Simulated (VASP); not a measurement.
Here is a VASP 6.6.1 calculation.

INCAR

```
PREC = Accurate ; ENCUT = 520
EDIFF = 1E-6 ; ISMEAR = -1
SIGMA = 0.05 ; LREAL = False
LASPH = True ; NELM = 100
ALGO = Normal ; ISIF = 2
LWAVE = False ; LCHARG = False
GGA = PS ; NBANDS = 16
```

Contents of KPOINTS:

```
Automatic mesh
0
Gamma
  8 8 8
```

Contents of POSCAR:

```
GaAs
1.0
    0.0000000000      2.7886446409      2.7886446409
    2.7886446409      0.0000000000      2.7886446409
    2.7886446409      2.7886446409      0.0000000000
As Ga
1 1
Direct
    0.7500000000      0.7500000000      0.7500000000
    0.0000000000      0.0000000000      0.0000000000
```

Potentials or basis: VASP PAW PBE potentials, release 64 (As, Ga_d).

Run with:

```console
$ cat potpaw_PBE.64/As/POTCAR potpaw_PBE.64/Ga_d/POTCAR > POTCAR
$ mpirun -np 1 vasp_std > vasp.out
```

Q: Predict the band gap on the k mesh.

A: 0.77 eV, direct.

Q: Predict the pressure.

A: 3.5 GPa.

Caveat: the PAW data sets were made with another functional, which shifts forces and pressure a little. A k mesh can miss the band edges.
